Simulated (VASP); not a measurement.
# Pb (P6_3/mmc) in VASP: further runs

Runs on Pb. Level: PBEsol. Tasks: relaxation of cell and atoms, single point.

All numbers are computed with VASP 6.6.1; they aren't measurements. Logs are shortened: lines on timing, memory, paths and dates and some standing lists are left out, and cuts for length are marked.

**1. The cell of the first run**

Symmetry: P6_3/mmc, No. 194, hexagonal system. Conventional cell: a = 3.524 Å, b = 3.524 Å, c = 11.495 Å, α = 90.00°, β = 90.00°, γ = 120.00°. Within 4.6 Å of Pb (site symmetry -6m2) lie 12 Pb at 3.52 Å. Within 4.6 Å of Pb (site symmetry -3m) lie 12 Pb at 3.52 Å.

**2. Relaxation of cell and atoms, PBEsol, target pressure 30 GPa, at which the enthalpy is minimised**

Contents of INCAR:

```
SYSTEM = Pb
ALGO = Fast ; EDIFF = 1E-6
EDIFFG = -0.01 ; ENCUT = 600
GGA = PS ; IBRION = 2
ISIF = 3 ; ISMEAR = -1
LASPH = .TRUE. ; LCHARG = .FALSE.
LREAL = .FALSE. ; LWAVE = .FALSE.
NELM = 80 ; NSW = 60
PREC = Accurate ; PSTRESS = 300.0
SIGMA = 0.05
```

Contents of KPOINTS:

```
k-points
0
G
  9 9 3
  0 0 0
```

Contents of POSCAR:

```
Pb
1.0
    3.5243661423      0.0000000000      0.0000000000
   -1.7621830712      3.0521906115      0.0000000000
    0.0000000000      0.0000000000     11.4952418100
Pb
4
Direct
    0.6666666667      0.3333333333      0.7500000000
    0.0000000000      0.0000000000      0.5000000000
    0.3333333333      0.6666666667      0.2500000000
    0.0000000000      0.0000000000      0.0000000000
```

Potentials or basis: VASP PAW PBE potentials, release 64 (Pb_d).

Launch:

```bash
> cat potpaw_PBE.64/Pb_d/POTCAR > POTCAR
> mpirun -np 1 vasp_std > vasp.out
```

OUTCAR:

```text
SYSTEM = Pb
   EDIFF = 1E-6
   EDIFFG = -0.01
   ENCUT = 600
   GGA = PS
   IBRION = 2
   ISIF = 3
   ISMEAR = -1
   LASPH = .TRUE.
   LREAL = .FALSE.
   NELM = 80
   NSW = 60
   PREC = Accurate
   PSTRESS = 300.0

 ion  position               nearest neighbor table
   1  0.667  0.333  0.750-   2 3.52   4 3.52   2 3.52   4 3.52   2 3.52   4 3.52
   2  0.000  0.000  0.500-   1 3.52   3 3.52   1 3.52   3 3.52   1 3.52   3 3.52
   3  0.333  0.667  0.250-   2 3.52   4 3.52   2 3.52   4 3.52   2 3.52   4 3.52
   4  0.000  0.000  0.000-   1 3.52   3 3.52   1 3.52   3 3.52   1 3.52   3 3.52

  LATTYP: Found a hexagonal cell.
 ALAT       =     3.5243661423
 C/A-ratio  =     3.2616480087

  Lattice vectors:

 A1 = (   3.5243661423,   0.0000000000,   0.0000000000)
 A2 = (  -1.7621830712,   3.0521906115,   0.0000000000)
 A3 = (   0.0000000000,   0.0000000000,  11.4952418100)

Analysis of symmetry for initial positions (statically):
=====================================================================
 Subroutine PRICEL returns:
 Original cell was already a primitive cell.

 Routine SETGRP: Setting up the symmetry group for a
 hexagonal supercell.

 Subroutine GETGRP returns: Found 24 space group operations
 (whereof 12 operations were pure point group operations)
 out of a pool of 24 trial point group operations.

The static configuration has the point symmetry D_3d.
 The point group associated with its full space group is D_6h.

Analysis of symmetry for dynamics (positions and initial velocities):
=====================================================================
 Subroutine PRICEL returns:
 Original cell was already a primitive cell.

 Routine SETGRP: Setting up the symmetry group for a
 hexagonal supercell.

 Subroutine GETGRP returns: Found 24 space group operations
 (whereof 12 operations were pure point group operations)
 out of a pool of 24 trial point group operations.

The dynamic configuration has the point symmetry D_3d.
 The point group associated with its full space group is D_6h.

 Subroutine INISYM returns: Found 24 space group operations
 (whereof 12 operations are pure point group operations),
 and found     1 'primitive' translations

----------------------------------------------------------------------------------------

                                     Primitive cell

  volume of cell :     123.6547

  direct lattice vectors                    reciprocal lattice vectors
     3.524366142  0.000000000  0.000000000     0.283738965  0.163816768  0.000000000
    -1.762183071  3.052190611  0.000000000     0.000000000  0.327633535  0.000000000
     0.000000000  0.000000000 11.495241810     0.000000000  0.000000000  0.086992515
[... 124 lines left out ...]
   NGX = 15   NGY = 15   NGZ = 45

--------------------------------------- Ionic step        1  -------------------------------------------

 number of electron      56.0000010 magnetization

 Free energy of the ion-electron system (eV)
  ---------------------------------------------------
  ext. energy  EPLUGINS =         0.00000000
  ---------------------------------------------------
  free energy    TOTEN  =       -16.00565732 eV

  energy without entropy =      -15.99637947  energy(sigma->0) =      -16.00101840

------------------------ aborting loop because EDIFF is reached ----------------------------------------

  FORCE on cell =-STRESS in cart. coord.  units (eV):
  Direction    XX          YY          ZZ          XY          YZ          ZX
  --------------------------------------------------------------------------------------
  -------------------------------------------------------------------------------------
  Total       -1.3069248     -1.3069248     -0.9579067      0.0000000      0.0000000      0.0000000
  in kB      -16.9336435    -16.9336435    -12.4114637      0.0000000      0.0000000      0.0000000
  external PRESSURE =    -315.4262502 kB  Pullay stress =     300.0000000 kB
[... 67 lines left out ...]
--------------------------------------- Ionic step        3  -------------------------------------------

 number of electron      56.0000006 magnetization

------------------------ aborting loop EDIFF was not reached (unconverged)  ----------------------------

  FORCE on cell =-STRESS in cart. coord.  units (eV):
  Direction    XX          YY          ZZ          XY          YZ          ZX
  --------------------------------------------------------------------------------------
  -------------------------------------------------------------------------------------
  Total        6.9961248      6.9961248      7.9816092     -0.0000000      0.0000000      0.0000000
  in kB      102.7295246    102.7295246    117.2001561     -0.0000000      0.0000000      0.0000000
  external PRESSURE =    -192.4469316 kB  Pullay stress =     300.0000000 kB
[... 23 lines left out ...]
  energy  without entropy=       -9.0113668016  energy(sigma->0) =       -9.01729303

  enthalpy is  TOTEN    =        11.4074937526 eV   P V=       20.4307130107

 E-fermi :   9.3886     XC(G=0): -11.1869

 val. band max:        9.3478301727   @ k =   0.3333   0.0000   0.3333
 cond. band min:       9.4219424361   @ k =   0.3333   0.3333   0.0000
 fundamental gap:      0.0741122634
 Fermi energy:         9.3886014807

 k-point     1 :       0.0000    0.0000    0.0000
  band No.  band energies     occupation
      1      -8.1076      2.00000
      2      -8.0547      2.00000
      3      -8.0323      2.00000
      4      -8.0090      2.00000
      5      -8.0046      2.00000
      6      -8.0046      2.00000
[... 853 lines left out ...]
     32       8.6355      2.00000
     33      11.6588      0.00000

[... ionic steps 4 to 9 ...]

--------------------------------------- Ionic step       10  -------------------------------------------

 number of electron      56.0000001 magnetization

------------------------ aborting loop because EDIFF is reached ----------------------------------------
[... 75 lines left out ...]
--------------------------------------- Ionic step       12  -------------------------------------------

 number of electron      56.0000001 magnetization

 Free energy of the ion-electron system (eV)
  ---------------------------------------------------
  ext. energy  EPLUGINS =         0.00000000
  ---------------------------------------------------
  free energy    TOTEN  =       -13.86475250 eV

  energy without entropy =      -13.85346556  energy(sigma->0) =      -13.85910903

 E-fermi :  11.3627     XC(G=0): -11.9450

 val. band max:       11.3305648664   @ k =   0.2222   0.1111   0.0000
 cond. band min:      11.3679710818   @ k =   0.2222   0.2222   0.0000
 fundamental gap:      0.0374062154
 Fermi energy:        11.3626531059

 k-point     1 :       0.0000    0.0000    0.0000
  band No.  band energies     occupation
      1      -6.4446      2.00000
      2      -6.3356      2.00000
      3      -6.2977      2.00000
      4      -6.2383      2.00000
      5      -6.2261      2.00000
      6      -6.2261      2.00000
[... 888 lines left out ...]
  energy  without entropy=      -13.8534655631  energy(sigma->0) =      -13.85910903

  enthalpy is  TOTEN    =         2.7324923135 eV   P V=       16.5972448128

 reached required accuracy - stopping structural energy minimisation
```

CONTCAR:

```text
Pb
   1.00000000000000
     3.1501775759912807   -0.0000000000110966    0.0000000000000000
    -1.5750887880499418    2.7281338072849879    0.0000000000000000
     0.0000000000000000   -0.0000000000000000   10.3139405668858224
  Pb
     4
Direct
     0.6666666667000030    0.3333333332999970    0.7500000000000000
     0.0000000000000000    0.0000000000000000    0.5000000000000000
     0.3333333332999970    0.6666666667000030    0.2500000000000000
     0.0000000000000000    1.0000000000000000    0.0000000000000000

  0.00000000E+00  0.00000000E+00  0.00000000E+00
  0.00000000E+00  0.00000000E+00  0.00000000E+00
  0.00000000E+00  0.00000000E+00  0.00000000E+00
  0.00000000E+00  0.00000000E+00  0.00000000E+00
```

It took 27 min on 1 thread of Intel Xeon Platinum 8488C (Sapphire Rapids), shared host; peak memory 0.33 GiB.

Results:

| Quantity | Value |
| --- | --- |
| Free energy | -13.8648 eV |
| Relaxed volume | 22.16 Å³/atom |
| Relaxed cell | a = 3.150 Å, b = 3.150 Å, c = 10.314 Å, α = 90.00°, β = 90.00°, γ = 120.00° |
| Space group after relaxing (to 0.05 Å) | P6_3/mmc (No. 194) |
| Energy change on relaxing (the enthalpy is what falls) | +535.2 meV/atom |
| Ionic steps | 12 |
| Pressure after relaxing | 30.0 GPa |
| Band gap on the k mesh | zero (band 28 reaches 18.88 eV, above the bottom of band 29 at 8.20 eV) |

The path:
| step | energy change (eV) | largest force (eV/Å) | pressure (GPa) | volume (Å³) |
| --- | --- | --- | --- | --- |
| 1 | 0.0000 | 0.0000 | -1.54 | 123.65 |
| 2 | 51.7165 | 0.0000 | 583.74 | 43.59 |
| 3 | 6.9824 | 0.0000 | 10.76 | 109.11 |
| 4 | 1.9751 | 0.0000 | 12.56 | 102.35 |
| 5 | 9.6346 | 0.0000 | 91.21 | 71.33 |
| 6 | 1.4923 | 0.0000 | 23.06 | 92.58 |
| 7 | 2.2607 | 0.0000 | 31.38 | 88.01 |
| 8 | 2.1248 | 0.0000 | 29.90 | 88.73 |
| 9 | 2.1247 | 0.0000 | 29.82 | 88.73 |
| 10 | 2.1247 | 0.0000 | 29.83 | 88.73 |
| 11 | 2.1729 | 0.0000 | 30.33 | 88.47 |
| 12 | 2.1409 | 0.0000 | 30.00 | 88.64 |

Final structure:
```xyz
4
Lattice="3.1502 0.0000 0.0000 -1.5751 2.7281 0.0000 0.0000 0.0000 10.3139" Properties=species:S:1:pos:R:3 pbc="T T T"
Pb    1.5751    0.9094    7.7355
Pb    0.0000    0.0000    5.1570
Pb    0.0000    1.8188    2.5785
Pb   -1.5751    2.7281    0.0000
```

Caveat: the cell is relaxed towards a set pressure, so the enthalpy falls and the energy may rise; the volume moved by over 15 % at a fixed basis, so the end points are rough; the PAW data sets were made with another functional, which shifts forces and pressure a little; spin-orbit coupling is left out, which moves the levels of the heavy elements.

**3. Single point, PBEsol**

This run uses another cell than the first one, of 22.16 Å³/atom, 0.717 times its volume.

Contents of INCAR:

```
PREC = Accurate
ENCUT = 520
EDIFF = 1E-6
ISMEAR = -1
SIGMA = 0.05
LREAL = False
LASPH = True
NELM = 100
ALGO = Normal
ISIF = 2
LWAVE = False
LCHARG = False
GGA = PS
NBANDS = 36
```

Contents of KPOINTS:

```
regular mesh
0
Gamma
  9 9 3
```

Contents of POSCAR:

```
Pb
1.0
    3.1505452669      0.0000000000      0.0000000000
   -1.5752726335      2.7284522369      0.0000000000
    0.0000000000      0.0000000000     10.3136171824
Pb
4
Direct
    0.6666666667      0.3333333333      0.7500000000
    0.0000000000      0.0000000000      0.5000000000
    0.3333333333      0.6666666667      0.2500000000
    0.0000000000      0.0000000000      0.0000000000
```

Potentials or basis: VASP PAW PBE potentials, release 64 (Pb_d).

Launch:

```bash
> cat potpaw_PBE.64/Pb_d/POTCAR > POTCAR
> mpirun -np 1 vasp_std > vasp.out
```

Wall time 64 s (1 thread of Intel Xeon Platinum 8259CL at 2.50GHz (Skylake/Cascade Lake), shared host); peak memory 0.22 GiB.

The run converged. Its results:

```yaml
Free_energy: -13.8652 eV
Pressure: 29.9 GPa
Band_gap_on_the_k_mesh: zero (band 28 reaches 18.87 eV, above the bottom of band 29 at 8.20 eV)
```

Levels at points of the mesh, in eV from the Fermi level:
```csv
k point,band 25,band 26,band 27,band 28,band 29,band 30,band 31,band 32
"(0.00, 0.00, 0.00)",-6.19,1.16,1.16,7.36,7.36,8.54,8.54,8.58
```

Caveat: the PAW data sets were made with another functional, which shifts forces and pressure a little; spin-orbit coupling is left out, which moves the levels of the heavy elements.
